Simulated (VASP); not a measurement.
# AlN (Fm-3m) in VASP: single point with HSE06

Aim: the single point of AlN with HSE06.

Program: VASP 6.6.1. These are calculated values, not measurements. Logs are shortened: lines on timing, memory, paths and dates and some standing lists are left out, and cuts for length are marked.

### Step 1. The cell of the first run

It takes space group Fm-3m (No. 225, cubic). The conventional cell has a = 4.038 Å, b = 4.038 Å, c = 4.038 Å, α = 90.00°, β = 90.00°, γ = 90.00°. Within 2.7 Å of Al (site symmetry m-3m) lie 6 N at 2.02 Å. N (site symmetry m-3m) has 6 Al at 2.02 Å within 2.7 Å.

### Step 2. Single point, HSE06

Contents of POSCAR:

```
AlN
1.0
    0.0000000000      2.0188684697      2.0188684697
    2.0188684697      0.0000000000      2.0188684697
    2.0188684697      2.0188684697      0.0000000000
Al N
1 1
Direct
    0.0000000000      0.0000000000      0.0000000000
    0.5000000000      0.5000000000      0.5000000000
```

Contents of INCAR.step1:

```
PREC = Accurate
ENCUT = 520
EDIFF = 1E-5
ISMEAR = 0
SIGMA = 0.01
LREAL = F
LASPH = T
NELM = 60
ALGO = Normal
ISIF = 2
LWAVE = T
LCHARG = F
NBANDS = 11
GGA = PE
```

Contents of INCAR.step2:

```
PREC = Accurate
ENCUT = 520
EDIFF = 1E-6
ISMEAR = 0
SIGMA = 0.01
LREAL = F
LASPH = T
NELM = 60
ALGO = Normal
ISIF = 2
LWAVE = F
LCHARG = F
GGA = PE
LHFCALC = T
HFSCREEN = 0.2079
PRECFOCK = Normal
NBANDS = 11
ISTART = 1
```

Contents of KPOINTS:

```
Automatic mesh
0
Gamma
  6 6 6
```

Potentials or basis: VASP PAW PBE potentials, release 64 (Al, N).

Started as:

```
$ cat potpaw_PBE.64/Al/POTCAR potpaw_PBE.64/N/POTCAR > POTCAR
$ cp INCAR.step1 INCAR
$ mpirun -np 1 vasp_std > vasp.out
$ cp INCAR.step2 INCAR
$ mpirun -np 1 vasp_std > vasp.out
```

OUTCAR:

```text
PREC = Accurate
   ENCUT = 520
   EDIFF = 1E-6
   ISMEAR = 0
   LREAL = F
   LASPH = T
   NELM = 60
   ISIF = 2
   GGA = PE
   LHFCALC = T
   HFSCREEN = 0.2079
   PRECFOCK = Normal
   ISTART = 1

 ion  position               nearest neighbor table
   1  0.000  0.000  0.000-   2 2.02   2 2.02   2 2.02   2 2.02   2 2.02   2 2.02
   2  0.500  0.500  0.500-   1 2.02   1 2.02   1 2.02   1 2.02   1 2.02   1 2.02

  LATTYP: Found a face centered cubic cell.
 ALAT       =     4.0377369394

  Lattice vectors:

 A1 = (   0.0000000000,   2.0188684697,   2.0188684697)
 A2 = (   2.0188684697,   0.0000000000,   2.0188684697)
 A3 = (   2.0188684697,   2.0188684697,   0.0000000000)

Analysis of symmetry for initial positions (statically):
=====================================================================
 Subroutine PRICEL returns:
 Original cell was already a primitive cell.

 Routine SETGRP: Setting up the symmetry group for a
 face centered cubic supercell.

 Subroutine GETGRP returns: Found 48 space group operations
 (whereof 48 operations were pure point group operations)
 out of a pool of 48 trial point group operations.

The static configuration has the point symmetry O_h .

Analysis of symmetry for dynamics (positions and initial velocities):
=====================================================================
 Subroutine PRICEL returns:
 Original cell was already a primitive cell.

 Routine SETGRP: Setting up the symmetry group for a
 face centered cubic supercell.

 Subroutine GETGRP returns: Found 48 space group operations
 (whereof 48 operations were pure point group operations)
 out of a pool of 48 trial point group operations.

The dynamic configuration has the point symmetry O_h .

 Subroutine INISYM returns: Found 48 space group operations
 (whereof 48 operations are pure point group operations),
 and found     1 'primitive' translations

----------------------------------------------------------------------------------------

                                     Primitive cell

  volume of cell :      16.4571

  direct lattice vectors                    reciprocal lattice vectors
     0.000000000  2.018868470  2.018868470    -0.247663485  0.247663485  0.247663485
     2.018868470  0.000000000  2.018868470     0.247663485 -0.247663485  0.247663485
     2.018868470  2.018868470  0.000000000     0.247663485  0.247663485 -0.247663485

  length of vectors
     2.855111170  2.855111170  2.855111170     0.428965738  0.428965738  0.428965738

  position of ions in fractional coordinates (direct lattice)
     0.000000000  0.000000000  0.000000000
     0.500000000  0.500000000  0.500000000

  ion indices of the primitive-cell ions
   primitive index   ion index
                 1           1
                 2           2

----------------------------------------------------------------------------------------

 KPOINTS: Automatic mesh

Automatic generation of k-mesh.
 Grid dimensions read from file:
 generate k-points for:    6    6    6

 Generating k-lattice:

  Cartesian coordinates                     Fractional coordinates (reciprocal lattice)
    -0.041277247  0.041277247  0.041277247     0.166666667  0.000000000  0.000000000
     0.041277247 -0.041277247  0.041277247     0.000000000  0.166666667  0.000000000
     0.041277247  0.041277247 -0.041277247     0.000000000  0.000000000  0.166666667

  Length of vectors
     0.071494290  0.071494290  0.071494290

  Shift w.r.t. Gamma in fractional coordinates (k-lattice)
     0.000000000  0.000000000  0.000000000

 Subroutine IBZKPT returns following result:
 ===========================================

 Found     16 irreducible k-points:

 Following reciprocal coordinates:
            Coordinates               Weight
  0.000000  0.000000  0.000000      1.000000
  0.166667  0.000000  0.000000      8.000000
  0.333333  0.000000  0.000000      8.000000
  0.500000  0.000000  0.000000      4.000000
  0.166667  0.166667  0.000000      6.000000
  0.333333  0.166667  0.000000     24.000000
[... 8 lines left out ...]
 -0.333333  0.333333  0.166667     24.000000
 -0.333333  0.500000  0.166667     12.000000
   k-points           NKPTS =     16   k-points in BZ     NKDIM =    216   number of bands    NBANDS=     11
   number of dos      NEDOS =    301   number of ions     NIONS =      2
   total plane-waves  NPLWV =  13824
   dimension x,y,z NGX =    24 NGY =   24 NGZ =   24
   dimension x,y,z NGXF=    48 NGYF=   48 NGZF=   48
   ions per type =               1   1
   NGX,Y,Z   is equivalent  to a cutoff of  13.97, 13.97, 13.97 a.u.
   NGXF,Y,Z  is equivalent  to a cutoff of  27.95, 27.95, 27.95 a.u.
 SYSTEM =  unknown system
   PREC   = accura    normal or accurate (medium, high low for compatibility)
   ISTART =      1    job   : 0-new  1-cont  2-samecut
   ICHARG =      0    charge: 1-file 2-atom 10-const
   ISPIN  =      1    spin polarized calculation?
   LNONCOLLINEAR =      F non collinear calculations
   LSORBIT =      F    spin-orbit coupling
   LASPH  =      T    aspherical Exc in radial PAW
   ENCUT  =  520.0 eV  38.22 Ry    6.18 a.u.   5.31  5.31  5.31*2*pi/ulx,y,z
   NELM   =     60;   NELMIN=  2; NELMDL=  0     # of ELM steps
   EDIFF  = 0.1E-05   stopping-criterion for ELM
   LREAL  =      F    real-space projection
   EDIFFG = 0.1E-04   stopping-criterion for IOM
   NSW    =      0    number of steps for IOM
   IBRION =     -1    ionic relax: 0-MD 1-quasi-New 2-CG
   NFREE  =      0    steps in history (QN), initial steepest desc. (CG)
   ISIF   =      2    stress and relaxation
   ISYM   =      3    0-nonsym 1-usesym 2-fastsym
   POTIM  = 0.5000    time-step for ionic-motion
   TEBEG  =    0.0;   TEEND  =   0.0 temperature during run
   PSTRESS=    0.0 pullay stress
   NELECT =       8.0000    total number of electrons
   NUPDOWN=      -1.0000    fix difference up-down
   EMIN   =  10.00;   EMAX   =-10.00  energy-range for DOS
   EFERMI =   0.00;   METHOD = LEGACY
   ISMEAR =     0;   SIGMA  =   0.01  broadening in eV -4-tet -1-fermi 0-gaus
   EFERMI_NEDOS =   21; number of points for ismear=-14 and -15
   IALGO  =     38    algorithm
   IMIX   =      1    mixing-type and parameters
     AMIX     =   0.40;   BMIX     =  1.00
     AMIX_MAG =   1.60;   BMIX_MAG =  1.00
  volume/ion in A,a.u.               =       8.23        55.53
  Fermi-wavevector in a.u.,A,eV,Ry     =   1.287222  2.432497 22.544045  1.656941
  Thomas-Fermi vector in A             =   2.419249
   LORBIT       =      0    0 simple, 1 ext, 2 COOP (PROOUT), +10 PAW based schemes
   GGA     = PE    functional components
   LHFCALC =     T    Hartree Fock is set to
   PRECFOCK=normal    Normal, Fast or Accurate (Low or Medium for compatibility)
   ENCUT4O =  -1.0   cutoff for four orbital integrals eV
   NKREDX  =     1    reduce k-point grid by
   NKREDY  =     1    reduce k-point grid by
   NKREDZ  =     1    reduce k-point grid by
   AEXX    =    0.2500 exact exchange contribution
   HFSCREEN=    0.2079 screening length (either q_TF or 0.3 A-1)
   HFSCREENC=   0.2079 screening length for correlation (either q_TF or 0.3 A-1)
   ENCUTFOCK=  -1.0 apply spherical cutoff to Coloumb kernel
   IVDW    =     0    specifies the selected vdW correction
   LEPSILON=     F    determine dielectric tensor
   LRPA    =     F    only Hartree local field effects (RPA)
 non-spin polarized calculation
 Gauss-broadening in eV      SIGMA  =   0.01
  energy-cutoff  :      520.00
  volume of cell :       16.46
 maximum number of plane-waves:       459
 NGX is ok and might be reduce to    24
  NGX = 16; NGY = 16; NGZ = 16

 number of electron       7.9999999 magnetization

 Free energy of the ion-electron system (eV)
  ---------------------------------------------------
  ext. energy  EPLUGINS =         0.00000000
  ---------------------------------------------------
  free energy    TOTEN  =       -17.12986596 eV

  energy without entropy =      -17.12986596  energy(sigma->0) =      -17.12986596

 E-fermi :   9.3074     XC(G=0): -10.0710

 val. band max:        9.1589883782   @ k =   0.0000   0.0000   0.0000
 cond. band min:      15.1722611967   @ k =   0.5000   0.5000   0.0000
 fundamental gap:      6.0132728185
 Fermi energy:         9.3073949754

 k-point     1 :       0.0000    0.0000    0.0000
  band No.  band energies     occupation
      1     -10.1006      2.00000
      2       9.1590      2.00000
      3       9.1590      2.00000
      4       9.1590      2.00000
      5      16.4232      0.00000
      6      22.9770      0.00000
      7      22.9770      0.00000
      8      22.9770      0.00000
      9      28.1729      0.00000
     10      28.8981      0.00000
     11      28.8981      0.00000

 k-point     2 :       0.1667    0.0000    0.0000
  band No.  band energies     occupation
      1      -9.4946      2.00000
      2       6.5810      2.00000
      3       8.8250      2.00000
      4       8.8250      2.00000
      5      17.6178      0.00000
      6      21.5830      0.00000
      7      23.5638      0.00000
      8      23.5638      0.00000
      9      26.6063      0.00000
     10      26.6063      0.00000
     11      29.0890      0.00000

 k-point     3 :       0.3333    0.0000    0.0000
  band No.  band energies     occupation
      1      -7.8826      2.00000
      2       2.3986      2.00000
      3       8.2462      2.00000
      4       8.2462      2.00000
      5      17.1590      0.00000
      6      22.4687      0.00000
      7      22.4687      0.00000
      8      23.3733      0.00000
      9      27.6968      0.00000
     10      29.0161      0.00000
     11      29.0161      0.00000
[... 155 lines left out ...]
 k-point    15 :      -0.3333    0.3333    0.1667
  band No.  band energies     occupation
      1      -5.7525      2.00000
      2       1.7862      2.00000
      3       4.0246      2.00000
      4       6.2516      2.00000
      5      18.9352      0.00000
      6      20.1693      0.00000
      7      22.6660      0.00000
      8      24.2017      0.00000
      9      29.2633      0.00000
     10      30.5810      0.00000
     11      36.2656      0.00000

 k-point    16 :      -0.3333    0.5000    0.1667
  band No.  band energies     occupation
      1      -5.4261      2.00000
      2       1.9533      2.00000
      3       4.2394      2.00000
      4       5.2142      2.00000
      5      17.6546      0.00000
      6      18.9937      0.00000
      7      23.8233      0.00000
      8      24.7721      0.00000
      9      29.4667      0.00000
     10      32.9810      0.00000
     11      36.4445      0.00000

------------------------ aborting loop because EDIFF is reached ----------------------------------------

  FORCE on cell =-STRESS in cart. coord.  units (eV):
  Direction    XX          YY          ZZ          XY          YZ          ZX
  --------------------------------------------------------------------------------------
  -------------------------------------------------------------------------------------
  Total       -0.1496817     -0.1496817     -0.1496817     -0.0000000     -0.0000000      0.0000000
  in kB      -14.5722056    -14.5722056    -14.5722056     -0.0000000     -0.0000000      0.0000000
  external PRESSURE =     -14.5722056 kB  Pullay stress =       0.0000000 kB

 VOLUME and BASIS-vectors are now :
 -----------------------------------------------------------------------------
  energy-cutoff  :      520.00
  volume of cell :       16.46
      direct lattice vectors                 reciprocal lattice vectors
     0.000000000  2.018868470  2.018868470    -0.247663485  0.247663485  0.247663485
     2.018868470  0.000000000  2.018868470     0.247663485 -0.247663485  0.247663485
     2.018868470  2.018868470  0.000000000     0.247663485  0.247663485 -0.247663485

 POSITION                                       TOTAL-FORCE (eV/Angst)
 -----------------------------------------------------------------------------------
      0.00000      0.00000      0.00000         0.000000     -0.000000      0.000000
      2.01887      2.01887      2.01887        -0.000000      0.000000     -0.000000
 -----------------------------------------------------------------------------------
    total drift:                                0.000001      0.000001      0.000001

  FREE ENERGIE OF THE ION-ELECTRON SYSTEM (eV)
  ---------------------------------------------------
  free  energy   TOTEN  =       -17.1298659577 eV

  energy  without entropy=      -17.1298659577  energy(sigma->0) =      -17.12986596
```

Run time: 2.5 min. Hardware: 1 thread of Intel Xeon 6975P-C, shared host; peak memory 0.24 GiB.

What came out:

| Property | Result |
| --- | --- |
| Free energy | -17.1299 eV |
| Pressure | -1.5 GPa |
| Band gap on the k mesh | 6.01 eV, indirect (least direct gap 7.26 eV) |

Levels at points of the mesh, in eV from the valence-band top:
```
           k point  band 2  band 3  band 4  band 5  band 6  band 7
(0.00, 0.00, 0.00)    0.00    0.00    0.00    7.26   13.82   13.82
(0.50, 0.00, 0.00)   -9.03   -1.17   -1.17    7.56   12.62   12.62
(0.50, 0.50, 0.00)   -8.05   -3.06   -3.06    6.01    6.61   16.29
```

Caveat: the k points lie up to 0.45 Å⁻¹ apart; the PAW data sets were made with another functional, which shifts forces and pressure a little. A k mesh can miss the band edges.
